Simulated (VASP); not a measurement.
# H (Cmce) in VASP: settings compared

The runs below take H through relaxation of cell and atoms, single point, with PBE, PBE0.

All numbers are computed with VASP 6.6.1; they aren't measurements. Logs are shortened: lines on timing, memory, paths and dates and some standing lists are left out, and cuts for length are marked.

## (1) The cell of the first run

Symmetry: Cmce, No. 64, orthorhombic system. Conventional cell: a = 5.247 Å, b = 5.134 Å, c = 4.142 Å, α = 90.00°, β = 90.00°, γ = 90.00°. Within 1.0 Å of H (site symmetry m) lie 1 H at 0.74 Å.

## (2) Relaxation of cell and atoms, PBE

INCAR reads:

```
SYSTEM = H
PREC = Accurate ; ENCUT = 600
EDIFF = 1E-6 ; ISMEAR = 0
SIGMA = 0.02 ; LREAL = .False.
LASPH = .True. ; NELM = 100
ALGO = Normal ; ISIF = 3
LWAVE = .False. ; LCHARG = .False.
GGA = PE ; IBRION = 2
NSW = 100 ; EDIFFG = -0.005
```

KPOINTS reads:

```
Automatic mesh
0
Gamma
  6 6 6
  0 0 0
```

POSCAR reads:

```
H
1.0
    2.6234813799     -2.5669048168      0.0000000000
    2.6234813799      2.5669048168      0.0000000000
    0.0000000000      0.0000000000      4.1418180000
H
4
Direct
    0.9532956300      0.0467043700      0.0685088900
    0.4532956300      0.5467043700      0.4314911100
    0.5467043700      0.4532956300      0.5685088900
    0.0467043700      0.9532956300      0.9314911100
```

Potentials or basis: VASP PAW PBE potentials, release 64 (H).

On the command line:

```console
> cat potpaw_PBE.64/H/POTCAR > POTCAR
> mpirun -np 1 vasp_std > vasp.out
```

OUTCAR:

```text
SYSTEM = H
   PREC = Accurate
   ENCUT = 600
   EDIFF = 1E-6
   ISMEAR = 0
   LREAL = .False.
   LASPH = .True.
   NELM = 100
   ISIF = 3
   GGA = PE
   IBRION = 2
   NSW = 100
   EDIFFG = -0.005

 ion  position               nearest neighbor table
   1  0.953  0.047  0.069-   4 0.74
   2  0.453  0.547  0.431-   3 0.74
   3  0.547  0.453  0.569-   2 0.74
   4  0.047  0.953  0.931-   1 0.74

  LATTYP: Found a base centered orthorhombic cell.
 ALAT       =     5.1338096336
 B/A-ratio  =     1.0220407717
 C/A-ratio  =     0.8067728053

  Lattice vectors:

 A1 = (  -2.6234813799,  -2.5669048168,   0.0000000000)
 A2 = (   2.6234813799,  -2.5669048168,   0.0000000000)
 A3 = (   0.0000000000,   0.0000000000,   4.1418180000)

Analysis of symmetry for initial positions (statically):
=====================================================================
 Subroutine PRICEL returns:
 Original cell was already a primitive cell.

 Routine SETGRP: Setting up the symmetry group for a
 base centered orthorhombic supercell.

 Subroutine GETGRP returns: Found  8 space group operations
 (whereof  4 operations were pure point group operations)
 out of a pool of  8 trial point group operations.

The static configuration has the point symmetry C_2h.
 The point group associated with its full space group is D_2h.

Analysis of symmetry for dynamics (positions and initial velocities):
=====================================================================
 Subroutine PRICEL returns:
 Original cell was already a primitive cell.

 Routine SETGRP: Setting up the symmetry group for a
 base centered orthorhombic supercell.

 Subroutine GETGRP returns: Found  8 space group operations
 (whereof  4 operations were pure point group operations)
 out of a pool of  8 trial point group operations.

The dynamic configuration has the point symmetry C_2h.
 The point group associated with its full space group is D_2h.

 Subroutine INISYM returns: Found  8 space group operations
 (whereof  4 operations are pure point group operations),
 and found     1 'primitive' translations

----------------------------------------------------------------------------------------

                                     Primitive cell

  volume of cell :      55.7839

  direct lattice vectors                    reciprocal lattice vectors
     2.623481380 -2.566904817  0.000000000     0.190586449 -0.194787121  0.000000000
     2.623481380  2.566904817  0.000000000     0.190586449  0.194787121  0.000000000
     0.000000000  0.000000000  4.141818000     0.000000000  0.000000000  0.241439870

  length of vectors
     3.670375306  3.670375306  4.141818000     0.272516453  0.272516453  0.241439870

  position of ions in fractional coordinates (direct lattice)
     0.953295630  0.046704370  0.068508890
     0.453295630  0.546704370  0.431491110
     0.546704370  0.453295630  0.568508890
     0.046704370  0.953295630  0.931491110

  ion indices of the primitive-cell ions
   primitive index   ion index
                 1           1
                 2           2
                 3           3
                 4           4

----------------------------------------------------------------------------------------

 KPOINTS: Automatic mesh

Automatic generation of k-mesh.
 Grid dimensions read from file:
 generate k-points for:    6    6    6

 Generating k-lattice:

  Cartesian coordinates                     Fractional coordinates (reciprocal lattice)
     0.031764408 -0.032464520  0.000000000     0.166666667  0.000000000  0.000000000
     0.031764408  0.032464520  0.000000000     0.000000000  0.166666667  0.000000000
     0.000000000  0.000000000  0.040239978     0.000000000  0.000000000  0.166666667

  Length of vectors
     0.045419409  0.045419409  0.040239978

  Shift w.r.t. Gamma in fractional coordinates (k-lattice)
     0.000000000  0.000000000  0.000000000

 Subroutine IBZKPT returns following result:
 ===========================================

 Found     52 irreducible k-points:

 Following reciprocal coordinates:
            Coordinates               Weight
  0.000000  0.000000  0.000000      1.000000
  0.166667  0.000000  0.000000      4.000000
  0.333333 -0.000000  0.000000      4.000000
  0.500000 -0.000000  0.000000      2.000000
  0.166667  0.166667  0.000000      2.000000
  0.333333  0.166667  0.000000      4.000000
[... 16 lines left out ...]
  0.333333  0.333333  0.166667      4.000000
  0.500000  0.333333  0.166667      8.000000
 [... further k-points ...]
   k-points           NKPTS =     52   k-points in BZ     NKDIM =     52   number of bands    NBANDS=      6
   number of dos      NEDOS =    301   number of ions     NIONS =      4
   total plane-waves  NPLWV =  32400
   dimension x,y,z NGX =    30 NGY =   30 NGZ =   36
   dimension x,y,z NGXF=    60 NGYF=   60 NGZF=   72
   ions per type =               4
   NGX,Y,Z   is equivalent  to a cutoff of  13.59, 13.59, 14.45 a.u.
   NGXF,Y,Z  is equivalent  to a cutoff of  27.18, 27.18, 28.90 a.u.
 SYSTEM =  H
   PREC   = accura    normal or accurate (medium, high low for compatibility)
   ISTART =      0    job   : 0-new  1-cont  2-samecut
   ICHARG =      2    charge: 1-file 2-atom 10-const
   ISPIN  =      1    spin polarized calculation?
   LNONCOLLINEAR =      F non collinear calculations
   LSORBIT =      F    spin-orbit coupling
   LASPH  =      T    aspherical Exc in radial PAW
   ENCUT  =  600.0 eV  44.10 Ry    6.64 a.u.   7.33  7.33  8.27*2*pi/ulx,y,z
   NELM   =    100;   NELMIN=  2; NELMDL= -5     # of ELM steps
   EDIFF  = 0.1E-05   stopping-criterion for ELM
   LREAL  =      F    real-space projection
   EDIFFG = -.5E-02   stopping-criterion for IOM
   NSW    =    100    number of steps for IOM
   IBRION =      2    ionic relax: 0-MD 1-quasi-New 2-CG
   NFREE  =      1    steps in history (QN), initial steepest desc. (CG)
   ISIF   =      3    stress and relaxation
   ISYM   =      2    0-nonsym 1-usesym 2-fastsym
   POTIM  = 0.5000    time-step for ionic-motion
   TEBEG  =    0.0;   TEEND  =   0.0 temperature during run
   PSTRESS=    0.0 pullay stress
   NELECT =       4.0000    total number of electrons
   NUPDOWN=      -1.0000    fix difference up-down
   EMIN   =  10.00;   EMAX   =-10.00  energy-range for DOS
   EFERMI =   0.00;   METHOD = LEGACY
   ISMEAR =     0;   SIGMA  =   0.02  broadening in eV -4-tet -1-fermi 0-gaus
   EFERMI_NEDOS =   21; number of points for ismear=-14 and -15
   IALGO  =     38    algorithm
   IMIX   =      4    mixing-type and parameters
     AMIX     =   0.40;   BMIX     =  1.00
     AMIX_MAG =   1.60;   BMIX_MAG =  1.00
  volume/ion in A,a.u.               =      13.95        94.11
  Fermi-wavevector in a.u.,A,eV,Ry     =   0.680130  1.285259  6.293739  0.462577
  Thomas-Fermi vector in A             =   1.758530
   LORBIT       =      0    0 simple, 1 ext, 2 COOP (PROOUT), +10 PAW based schemes
   GGA     = PE    functional components
   LHFCALC =     F    Hartree Fock is set to
   AEXX    =    0.0000 exact exchange contribution
   IVDW    =     0    specifies the selected vdW correction
   LEPSILON=     F    determine dielectric tensor
   LRPA    =     F    only Hartree local field effects (RPA)
 conjugate gradient relaxation of ions
 non-spin polarized calculation
 Gauss-broadening in eV      SIGMA  =   0.02
  energy-cutoff  :      600.00
  volume of cell :       55.78
 maximum number of plane-waves:      1886
 NGX is ok and might be reduce to    30
   NGX = 15   NGY = 15   NGZ = 17

--------------------------------------- Ionic step        1  -------------------------------------------

 number of electron       4.0000000 magnetization

 Free energy of the ion-electron system (eV)
  ---------------------------------------------------
  ext. energy  EPLUGINS =         0.00000000
  ---------------------------------------------------
  free energy    TOTEN  =       -13.58089970 eV

  energy without entropy =      -13.58089970  energy(sigma->0) =      -13.58089970

------------------------ aborting loop because EDIFF is reached ----------------------------------------

  FORCE on cell =-STRESS in cart. coord.  units (eV):
  Direction    XX          YY          ZZ          XY          YZ          ZX
  --------------------------------------------------------------------------------------
  -------------------------------------------------------------------------------------
  Total        0.0233262      0.1628847      0.2451420      0.0000000      0.0000000      0.0000000
  in kB        0.6699567      4.6782367      7.0407597      0.0000000      0.0000000      0.0000000
  external PRESSURE =       4.1296510 kB  Pullay stress =       0.0000000 kB
[... 251 lines left out ...]
  energy  without entropy=      -13.5828433487  energy(sigma->0) =      -13.58284335

--------------------------------------- Ionic step        8  -------------------------------------------

 number of electron       4.0000000 magnetization

 Free energy of the ion-electron system (eV)
  ---------------------------------------------------
  ext. energy  EPLUGINS =         0.00000000
  ---------------------------------------------------
  free energy    TOTEN  =       -13.58298293 eV

  energy without entropy =      -13.58298293  energy(sigma->0) =      -13.58298293

 E-fermi :  -8.4551     XC(G=0):  -4.8986

 val. band max:       -8.5659740719   @ k =   0.0000   0.0000   0.0000
 cond. band min:       0.6487167165   @ k =   0.5000  -0.0000   0.5000
 fundamental gap:      9.2146907884
 Fermi energy:        -8.4550517598

 k-point     1 :       0.0000    0.0000    0.0000
  band No.  band energies     occupation
      1     -10.3185      2.00000
      2      -8.5660      2.00000
      3       2.7135      0.00000
      4       4.0165      0.00000
      5       4.4871      0.00000
      6       6.6444      0.00000

 k-point     2 :       0.1667    0.0000    0.0000
  band No.  band energies     occupation
      1     -10.1759      2.00000
      2      -8.6362      2.00000
      3       2.8201      0.00000
      4       3.6927      0.00000
      5       3.8068      0.00000
      6       5.9687      0.00000
[... 190 lines left out ...]
 k-point    24 :       0.5000    0.3333    0.1667
  band No.  band energies     occupation
      1      -9.1590      2.00000
      2      -9.0249      2.00000
      3       1.3285      0.00000
      4       2.2104      0.00000
      5       3.9722      0.00000
      6       5.3419      0.00000

 [... further k-points ...]

------------------------ aborting loop because EDIFF is reached ----------------------------------------

  FORCE on cell =-STRESS in cart. coord.  units (eV):
  Direction    XX          YY          ZZ          XY          YZ          ZX
  --------------------------------------------------------------------------------------
  -------------------------------------------------------------------------------------
  Total        0.0166565      0.0016675      0.0186793      0.0000000     -0.0000000      0.0000000
  in kB        0.4713694      0.0471899      0.5286137      0.0000000     -0.0000000      0.0000000
  external PRESSURE =       0.3490577 kB  Pullay stress =       0.0000000 kB
[... 19 lines left out ...]
  FREE ENERGIE OF THE ION-ELECTRON SYSTEM (eV)
  ---------------------------------------------------
  free  energy   TOTEN  =       -13.5829829321 eV

  energy  without entropy=      -13.5829829321  energy(sigma->0) =      -13.58298293

 reached required accuracy - stopping structural energy minimisation
```

It took 24 s on 1 thread of Intel Xeon 6975P-C (Granite Rapids), shared host; peak memory 0.17 GiB.

What came out:

```yaml
Free_energy: -13.5830 eV
Relaxed_volume: 14.15 Å³/atom
Relaxed_cell: a = 3.685 Å, b = 3.685 Å, c = 4.171 Å, α = 90.00°, β = 90.00°, γ = 88.55°
Space_group_after_relaxing_to_0.05_Å: Cmce (No. 64)
Energy_gained_by_relaxing: 0.5 meV/atom
Ionic_steps: 8
Pressure_after_relaxing: 0.0 GPa
Band_gap_on_the_k_mesh: 9.21 eV, indirect (least direct gap 9.82 eV)
```

Forces on the atoms (eV/Å):
```
H    0.000 -0.001 -0.002
H    0.000 -0.001  0.002
H    0.000  0.001 -0.002
H    0.000  0.001  0.002
```

Step by step:
```
step  energy change (eV)  largest force (eV/Å)  pressure (GPa)  volume (Å³)
   1              0.0000                0.2513            0.41        55.78
   2              0.0101                0.6167           -0.84        56.07
   3             -0.0018                0.0028            0.05        55.86
   4             -0.0018                0.0015            0.06        55.86
   5             -0.0018                0.0006            0.07        55.90
   6             -0.0019                0.0010            0.06        56.00
   7             -0.0019                0.0002            0.05        56.20
   8             -0.0021                0.0022            0.03        56.62
```

Final structure:
```
CELL_PARAMETERS angstrom
2.63842 -2.57247 0.00000
2.63842 2.57247 0.00000
0.00000 0.00000 4.17070
ATOMIC_POSITIONS crystal
H 0.95311 0.04689 0.06887
H 0.45311 0.54689 0.43113
H 0.54689 0.45311 0.56887
H 0.04689 0.95311 0.93113
```

A k mesh can miss the band edges. PBE gaps usually lie below the measured ones, often by a third to a half.

(Continued in part 2 of 2.)
